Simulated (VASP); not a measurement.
# CoW3 in VASP: notebook

CoW3 is run at these levels: PBEsol; tasks: single point.

Everything below comes from runs of VASP 6.6.1. Logs are shortened: lines on timing, memory, paths and dates and some standing lists are left out, and cuts for length are marked.

### Step 1. The cell of the first run

It takes space group Pm-3m (No. 221, cubic). The conventional cell has a = 3.907 Å, b = 3.907 Å, c = 3.907 Å, α = 90.00°, β = 90.00°, γ = 90.00°. W (site symmetry 4/mmm) has 8 W at 2.76 Å and 4 Co at 2.76 Å within 3.6 Å. Within 3.6 Å of Co (site symmetry m-3m) lie 12 W at 2.76 Å.

### Step 2. Single point, PBEsol

The input, INCAR:

```
SYSTEM = CoW3
PREC = Accurate ; ENCUT = 520
EDIFF = 1E-6 ; ISMEAR = -1
SIGMA = 0.05 ; LREAL = .False.
LASPH = .True. ; NELM = 100
ALGO = Normal ; ISIF = 2
LWAVE = .False. ; LCHARG = .False.
GGA = PS ; NBANDS = 34
```

The input, KPOINTS:

```
Automatic mesh
0
Gamma
  7 7 7
  0 0 0
```

The input, POSCAR:

```
CoW3
1.0
    3.9073510000      0.0000000000      0.0000000000
    0.0000000000      3.9073510000      0.0000000000
    0.0000000000      0.0000000000      3.9073510000
W Co
3 1
Direct
    0.5000000000      0.5000000000      0.0000000000
    0.5000000000      0.0000000000      0.5000000000
    0.0000000000      0.5000000000      0.5000000000
    0.0000000000      0.0000000000      0.0000000000
```

Potentials or basis: VASP PAW PBE potentials, release 64 (W_sv, Co).

Run with:

```
cat potpaw_PBE.64/W_sv/POTCAR potpaw_PBE.64/Co/POTCAR > POTCAR
mpirun -np 1 vasp_std > vasp.out
```

OUTCAR:

```text
SYSTEM = CoW3
   PREC = Accurate
   ENCUT = 520
   EDIFF = 1E-6
   ISMEAR = -1
   LREAL = .False.
   LASPH = .True.
   NELM = 100
   ISIF = 2
   GGA = PS

 ion  position               nearest neighbor table
   1  0.500  0.500  0.000-   2 2.76   3 2.76   4 2.76   2 2.76   3 2.76   2 2.76   4 2.76   2 2.76
                             3 2.76   4 2.76   3 2.76   4 2.76
   2  0.500  0.000  0.500-   1 2.76   3 2.76   4 2.76   1 2.76   4 2.76   1 2.76   3 2.76   1 2.76
                             3 2.76   4 2.76   4 2.76   3 2.76
   3  0.000  0.500  0.500-   1 2.76   2 2.76   4 2.76   1 2.76   4 2.76   2 2.76   4 2.76   4 2.76
                             1 2.76   2 2.76   1 2.76   2 2.76
   4  0.000  0.000  0.000-   1 2.76   2 2.76   3 2.76   2 2.76   3 2.76   1 2.76   3 2.76   3 2.76
                             1 2.76   2 2.76   2 2.76   1 2.76

  LATTYP: Found a simple cubic cell.
 ALAT       =     3.9073510000

  Lattice vectors:

 A1 = (   3.9073510000,   0.0000000000,   0.0000000000)
 A2 = (   0.0000000000,   3.9073510000,   0.0000000000)
 A3 = (   0.0000000000,   0.0000000000,   3.9073510000)

Analysis of symmetry for initial positions (statically):
=====================================================================
 Subroutine PRICEL returns:
 Original cell was already a primitive cell.

 Routine SETGRP: Setting up the symmetry group for a
 simple cubic supercell.

 Subroutine GETGRP returns: Found 48 space group operations
 (whereof 48 operations were pure point group operations)
 out of a pool of 48 trial point group operations.

The static configuration has the point symmetry O_h .

Analysis of symmetry for dynamics (positions and initial velocities):
=====================================================================
 Subroutine PRICEL returns:
 Original cell was already a primitive cell.

 Routine SETGRP: Setting up the symmetry group for a
 simple cubic supercell.

 Subroutine GETGRP returns: Found 48 space group operations
 (whereof 48 operations were pure point group operations)
 out of a pool of 48 trial point group operations.

The dynamic configuration has the point symmetry O_h .

 Subroutine INISYM returns: Found 48 space group operations
 (whereof 48 operations are pure point group operations),
 and found     1 'primitive' translations

----------------------------------------------------------------------------------------

                                     Primitive cell

  volume of cell :      59.6551

  direct lattice vectors                    reciprocal lattice vectors
     3.907351000  0.000000000  0.000000000     0.255927865  0.000000000  0.000000000
     0.000000000  3.907351000  0.000000000     0.000000000  0.255927865  0.000000000
     0.000000000  0.000000000  3.907351000     0.000000000  0.000000000  0.255927865

  length of vectors
     3.907351000  3.907351000  3.907351000     0.255927865  0.255927865  0.255927865

  position of ions in fractional coordinates (direct lattice)
     0.500000000  0.500000000  0.000000000
     0.500000000  0.000000000  0.500000000
     0.000000000  0.500000000  0.500000000
     0.000000000  0.000000000  0.000000000

  ion indices of the primitive-cell ions
   primitive index   ion index
                 1           1
                 2           2
                 3           3
                 4           4

----------------------------------------------------------------------------------------

 KPOINTS: Automatic mesh

Automatic generation of k-mesh.
 Grid dimensions read from file:
 generate k-points for:    7    7    7

 Generating k-lattice:

  Cartesian coordinates                     Fractional coordinates (reciprocal lattice)
     0.036561124  0.000000000  0.000000000     0.142857143  0.000000000  0.000000000
     0.000000000  0.036561124  0.000000000     0.000000000  0.142857143  0.000000000
     0.000000000  0.000000000  0.036561124     0.000000000  0.000000000  0.142857143

  Length of vectors
     0.036561124  0.036561124  0.036561124

  Shift w.r.t. Gamma in fractional coordinates (k-lattice)
     0.000000000  0.000000000  0.000000000

 Subroutine IBZKPT returns following result:
 ===========================================

 Found     20 irreducible k-points:

 Following reciprocal coordinates:
            Coordinates               Weight
  0.000000  0.000000  0.000000      1.000000
  0.142857  0.000000  0.000000      6.000000
  0.285714  0.000000  0.000000      6.000000
  0.428571  0.000000  0.000000      6.000000
  0.142857  0.142857  0.000000     12.000000
  0.285714  0.142857  0.000000     24.000000
[... 12 lines left out ...]
  0.428571  0.428571  0.285714     24.000000
  0.428571  0.428571  0.428571      8.000000
   k-points           NKPTS =     20   k-points in BZ     NKDIM =     20   number of bands    NBANDS=     34
   number of dos      NEDOS =    301   number of ions     NIONS =      4
   total plane-waves  NPLWV =  27000
   dimension x,y,z NGX =    30 NGY =   30 NGZ =   30
   dimension x,y,z NGXF=    60 NGYF=   60 NGZF=   60
   ions per type =               3   1
   NGX,Y,Z   is equivalent  to a cutoff of  12.76, 12.76, 12.76 a.u.
   NGXF,Y,Z  is equivalent  to a cutoff of  25.53, 25.53, 25.53 a.u.
 SYSTEM =  CoW3
   PREC   = accura    normal or accurate (medium, high low for compatibility)
   ISTART =      0    job   : 0-new  1-cont  2-samecut
   ICHARG =      2    charge: 1-file 2-atom 10-const
   ISPIN  =      1    spin polarized calculation?
   LNONCOLLINEAR =      F non collinear calculations
   LSORBIT =      F    spin-orbit coupling
   LASPH  =      T    aspherical Exc in radial PAW
   ENCUT  =  520.0 eV  38.22 Ry    6.18 a.u.   7.27  7.27  7.27*2*pi/ulx,y,z
   NELM   =    100;   NELMIN=  2; NELMDL= -5     # of ELM steps
   EDIFF  = 0.1E-05   stopping-criterion for ELM
   LREAL  =      F    real-space projection
   EDIFFG = 0.1E-04   stopping-criterion for IOM
   NSW    =      0    number of steps for IOM
   IBRION =     -1    ionic relax: 0-MD 1-quasi-New 2-CG
   NFREE  =      0    steps in history (QN), initial steepest desc. (CG)
   ISIF   =      2    stress and relaxation
   ISYM   =      2    0-nonsym 1-usesym 2-fastsym
   POTIM  = 0.5000    time-step for ionic-motion
   TEBEG  =    0.0;   TEEND  =   0.0 temperature during run
   PSTRESS=    0.0 pullay stress
   NELECT =      51.0000    total number of electrons
   NUPDOWN=      -1.0000    fix difference up-down
   EMIN   =  10.00;   EMAX   =-10.00  energy-range for DOS
   EFERMI =   0.00;   METHOD = LEGACY
   ISMEAR =    -1;   SIGMA  =   0.05  broadening in eV -4-tet -1-fermi 0-gaus
   EFERMI_NEDOS =   21; number of points for ismear=-14 and -15
   IALGO  =     38    algorithm
   IMIX   =      4    mixing-type and parameters
     AMIX     =   0.40;   BMIX     =  1.00
     AMIX_MAG =   1.60;   BMIX_MAG =  1.00
  volume/ion in A,a.u.               =      14.91       100.64
  Fermi-wavevector in a.u.,A,eV,Ry     =   1.553755  2.936171 32.846556  2.414154
  Thomas-Fermi vector in A             =   2.657940
   LORBIT       =      0    0 simple, 1 ext, 2 COOP (PROOUT), +10 PAW based schemes
   GGA     = PS    functional components
   LHFCALC =     F    Hartree Fock is set to
   AEXX    =    0.0000 exact exchange contribution
   IVDW    =     0    specifies the selected vdW correction
   LEPSILON=     F    determine dielectric tensor
   LRPA    =     F    only Hartree local field effects (RPA)
 non-spin polarized calculation
  energy-cutoff  :      520.00
  volume of cell :       59.66
 maximum number of plane-waves:      1622
 NGX is ok and might be reduce to    30
   NGX = 15   NGY = 15   NGZ = 15

 number of electron      51.0000008 magnetization

 Free energy of the ion-electron system (eV)
  ---------------------------------------------------
  ext. energy  EPLUGINS =         0.00000000
  ---------------------------------------------------
  free energy    TOTEN  =       -48.08902893 eV

  energy without entropy =      -48.05366833  energy(sigma->0) =      -48.07134863

 E-fermi :  10.3167     XC(G=0): -13.5949

 val. band max:       10.2993314003   @ k =   0.1429   0.1429   0.1429
 cond. band min:      10.3554553348   @ k =   0.1429   0.1429   0.0000
 fundamental gap:      0.0561239345
 Fermi energy:        10.3166910237

 k-point     1 :       0.0000    0.0000    0.0000
  band No.  band energies     occupation
      1     -63.3769      2.00000
      2     -63.2169      2.00000
      3     -63.2169      2.00000
      4     -28.0461      2.00000
      5     -28.0461      2.00000
      6     -28.0461      2.00000
[... 26 lines left out ...]
     33      15.9628      0.00000
     34      16.8155      0.00000

 k-point     2 :       0.1429    0.0000    0.0000
  band No.  band energies     occupation
      1     -63.3699      2.00000
      2     -63.2239      2.00000
      3     -63.2169      2.00000
      4     -28.0183      2.00000
      5     -28.0183      2.00000
      6     -28.0024      2.00000
[... 26 lines left out ...]
     33      15.4410      0.00000
     34      16.9114      0.00000

 k-point     3 :       0.2857    0.0000    0.0000
  band No.  band energies     occupation
      1     -63.3509      2.00000
      2     -63.2429      2.00000
      3     -63.2167      2.00000
      4     -27.9462      2.00000
      5     -27.9462      2.00000
      6     -27.8770      2.00000
[... 26 lines left out ...]
     33      14.5990      0.00000
     34      16.8214      0.00000

 k-point     4 :       0.4286    0.0000    0.0000
  band No.  band energies     occupation
      1     -63.3284      2.00000
      2     -63.2654      2.00000
      3     -63.2166      2.00000
      4     -27.8716      2.00000
      5     -27.8716      2.00000
      6     -27.6905      2.00000
[... 26 lines left out ...]
     33      14.4692      0.00000
     34      16.8247      0.00000

 k-point     5 :       0.1429    0.1429    0.0000
  band No.  band energies     occupation
      1     -63.3631      2.00000
      2     -63.2270      2.00000
      3     -63.2205      2.00000
      4     -28.0365      2.00000
      5     -27.9899      2.00000
      6     -27.9207      2.00000
[... 473 lines left out ...]
 k-point    18 :       0.4286    0.2857    0.2857
  band No.  band energies     occupation
      1     -63.2950      2.00000
      2     -63.2655      2.00000
      3     -63.2490      2.00000
      4     -28.1915      2.00000
      5     -27.8609      2.00000
      6     -27.8347      2.00000
[... 26 lines left out ...]
     33      14.1122      0.00000
     34      15.6344      0.00000

 k-point    19 :       0.4286    0.4286    0.2857
  band No.  band energies     occupation
      1     -63.2816      2.00000
      2     -63.2671      2.00000
      3     -63.2605      2.00000
      4     -28.2605      2.00000
      5     -27.9340      2.00000
      6     -27.8480      2.00000
[... 26 lines left out ...]
     33      14.1286      0.00000
     34      15.1924      0.00000

 k-point    20 :       0.4286    0.4286    0.4286
  band No.  band energies     occupation
      1     -63.2749      2.00000
      2     -63.2669      2.00000
      3     -63.2669      2.00000
      4     -28.3601      2.00000
      5     -27.9354      2.00000
      6     -27.9298      2.00000
[... 26 lines left out ...]
     33      13.7847      0.00000
     34      15.9733      0.00000

------------------------ aborting loop because EDIFF is reached ----------------------------------------

  FORCE on cell =-STRESS in cart. coord.  units (eV):
  Direction    XX          YY          ZZ          XY          YZ          ZX
  --------------------------------------------------------------------------------------
  -------------------------------------------------------------------------------------
  Total       -3.6837542     -3.6837542     -3.6837542      0.0000000     -0.0000000      0.0000000
  in kB      -98.9359101    -98.9359101    -98.9359101      0.0000000     -0.0000000      0.0000000
  external PRESSURE =     -98.9359101 kB  Pullay stress =       0.0000000 kB

 VOLUME and BASIS-vectors are now :
 -----------------------------------------------------------------------------
  energy-cutoff  :      520.00
  volume of cell :       59.66
      direct lattice vectors                 reciprocal lattice vectors
     3.907351000  0.000000000  0.000000000     0.255927865  0.000000000  0.000000000
     0.000000000  3.907351000  0.000000000     0.000000000  0.255927865  0.000000000
     0.000000000  0.000000000  3.907351000     0.000000000  0.000000000  0.255927865

 POSITION                                       TOTAL-FORCE (eV/Angst)
 -----------------------------------------------------------------------------------
      1.95368      1.95368      0.00000         0.000000      0.000000      0.000000
      1.95368      0.00000      1.95368         0.000000      0.000000      0.000000
      0.00000      1.95368      1.95368         0.000000      0.000000      0.000000
      0.00000      0.00000      0.00000         0.000000      0.000000      0.000000
 -----------------------------------------------------------------------------------
    total drift:                                0.000000      0.000000     -0.000000

  FREE ENERGIE OF THE ION-ELECTRON SYSTEM (eV)
  ---------------------------------------------------
  free  energy   TOTEN  =       -48.0890289313 eV

  energy  without entropy=      -48.0536683316  energy(sigma->0) =      -48.07134863
```

It took 34 s on 1 thread of Intel Xeon Platinum 8488C (Sapphire Rapids), shared host; peak memory 0.18 GiB.

Results:

```
Free energy : -48.0890 eV
Pressure    : -9.9 GPa
```

Caveat: the PAW data sets were made with another functional, which shifts forces and pressure a little; spin-orbit coupling is left out, which moves the levels of the heavy elements.

### Step 3. Single point, PBEsol, collinear spin, ferromagnetic start

The input, INCAR:

```
  PREC = Accurate
  ENCUT = 520
  EDIFF = 1E-6
  ISMEAR = -1
  SIGMA = 0.05
  LREAL = F
  LASPH = T
  NELM = 150
  ALGO = Normal
  ISIF = 2
  LWAVE = F
  LCHARG = F
  ISPIN = 2
  MAGMOM = 0 0 0 0.6
  LORBIT = 11
  LMAXMIX = 4
  GGA = PS
  NBANDS = 38
```

The input, KPOINTS:

```
Automatic mesh
0
Gamma
  7 7 7
```

POSCAR is that of step 2.

Potentials or basis: VASP PAW PBE potentials, release 64 (W_sv, Co).

Run with:

```
cat potpaw_PBE.64/W_sv/POTCAR potpaw_PBE.64/Co/POTCAR > POTCAR
mpirun -np 1 vasp_std > vasp.out
```

Run time: 93 s. Hardware: 1 thread of Intel Xeon Platinum 8488C (Sapphire Rapids), shared host; peak memory 0.23 GiB.

It converged, with:

| Quantity | Value |
| --- | --- |
| Free energy | -48.0890 eV |
| Pressure | -10.1 GPa |
| Net moment | 0.00 μB per cell |
| Valence electrons inside the program's atomic spheres | W 12.08; Co 8.29 |

Levels at points of the mesh, in eV from the Fermi level:
Spin up:
| k point | band 23 | band 24 | band 25 | band 26 | band 27 | band 28 |
| --- | --- | --- | --- | --- | --- | --- |
| (0.00, 0.00, 0.00) | 0.34 | 0.34 | 2.82 | 2.82 | 2.82 | 2.97 |
Spin down:
| k point | band 22 | band 23 | band 24 | band 25 | band 26 | band 27 | band 28 | band 29 |
| --- | --- | --- | --- | --- | --- | --- | --- | --- |
| (0.00, 0.00, 0.00) | -1.09 | 0.34 | 0.34 | 2.82 | 2.82 | 2.82 | 2.97 | 2.97 |

Caveat: the PAW data sets were made with another functional, which shifts forces and pressure a little; spin-orbit coupling is left out, which moves the levels of the heavy elements.

### Step 4. Single point, PBEsol, collinear spin, ferromagnetic start

This run uses another cell than the first one, of 15.52 Å³/atom, 1.040 times its volume.

The input, INCAR:

```
SYSTEM = CoW3
ALGO = Normal
EDIFF = 1E-6
ENCUT = 520
GGA = PS
ISIF = 2
ISMEAR = -1
ISPIN = 2
LASPH = .TRUE.
LCHARG = .TRUE.
LELF = .TRUE.
LMAXMIX = 4
LORBIT = 11
LREAL = .FALSE.
LVHAR = .TRUE.
LWAVE = .FALSE.
MAGMOM = 0 0 0 2
NBANDS = 38
NELM = 150
PREC = Accurate
SIGMA = 0.05
```

The input, KPOINTS:

```
k-points
0
G
  6 6 6
  0 0 0
```

POSCAR: that of step 3 with these lines changed.

```diff
@@ -2,4 +2,4 @@
 1.0
-    3.9073510000      0.0000000000      0.0000000000
-    0.0000000000      3.9073510000      0.0000000000
+    3.9854980200      0.0000000000      0.0000000000
+    0.0000000000      3.9854980200      0.0000000000
     0.0000000000      0.0000000000      3.9073510000
```

Run with:

```
cat potpaw_PBE.64/W_sv/POTCAR potpaw_PBE.64/Co/POTCAR > POTCAR
mpirun -np 1 vasp_std > vasp.out
```

Run time: 6.3 min. Hardware: 1 thread of Intel Xeon Platinum 8259CL at 2.50GHz (Skylake/Cascade Lake), shared host; peak memory 0.27 GiB.

It converged, with:

- Free energy: -47.8601 eV
- Pressure: -19.3 GPa
- Net moment: 0.45 μB per cell
- Site moments: W +0.01; Co +0.42 μB
- Valence electrons inside the program's atomic spheres: W 12.01, 11.99; Co 8.21

Stress tensor (GPa, compression positive):
```
-19.39   0.00   0.00
  0.00 -19.39   0.00
  0.00   0.00 -19.02
```

Levels at points of the mesh, in eV from the Fermi level:
Spin up:
| k point | band 23 | band 24 | band 25 | band 26 | band 27 | band 28 |
| --- | --- | --- | --- | --- | --- | --- |
| (0.00, 0.00, 0.00) | 0.08 | 0.20 | 2.65 | 2.68 | 2.68 | 2.73 |
| (0.50, 0.00, 0.00) | -1.22 | -0.02 | 0.18 | 0.18 | 0.56 | 0.76 |
| (0.50, 0.50, 0.00) | -1.87 | -1.87 | -1.15 | 0.46 | 0.46 | 0.92 |
| (0.00, 0.00, 0.50) | -1.14 | 0.11 | 0.11 | 0.23 | 0.69 | 0.75 |
| (0.50, 0.00, 0.50) | -1.87 | -1.85 | -1.13 | 0.47 | 0.49 | 1.01 |
| (0.50, 0.50, 0.50) | -0.65 | -0.65 | 0.40 | 0.41 | 0.41 | 0.96 |
Spin down:
```csv
k point,band 21,band 22,band 23,band 24,band 25,band 26,band 27,band 28,band 29,band 30
"(0.00, 0.00, 0.00)",-0.95,-0.78,0.50,0.62,2.74,2.74,2.74,2.78,2.78,3.12
"(0.50, 0.00, 0.00)",-1.77,-1.68,-0.77,-0.01,0.31,0.32,0.61,1.09,1.72,1.77
"(0.50, 0.50, 0.00)",-1.78,-1.71,-1.71,-1.47,-0.64,0.59,0.59,0.93,0.93,1.01
"(0.00, 0.00, 0.50)",-1.73,-1.73,-0.69,0.24,0.24,0.25,0.78,1.03,1.66,1.66
"(0.50, 0.00, 0.50)",-1.80,-1.80,-1.78,-1.46,-0.62,0.62,0.63,1.02,1.03,1.10
"(0.50, 0.50, 0.50)",-0.97,-0.89,-0.62,-0.62,0.41,0.43,0.43,0.96,2.30,2.42
```

Caveat: the PAW data sets were made with another functional, which shifts forces and pressure a little; spin-orbit coupling is left out, which moves the levels of the heavy elements.

(Part 1 of 2 ends here.)
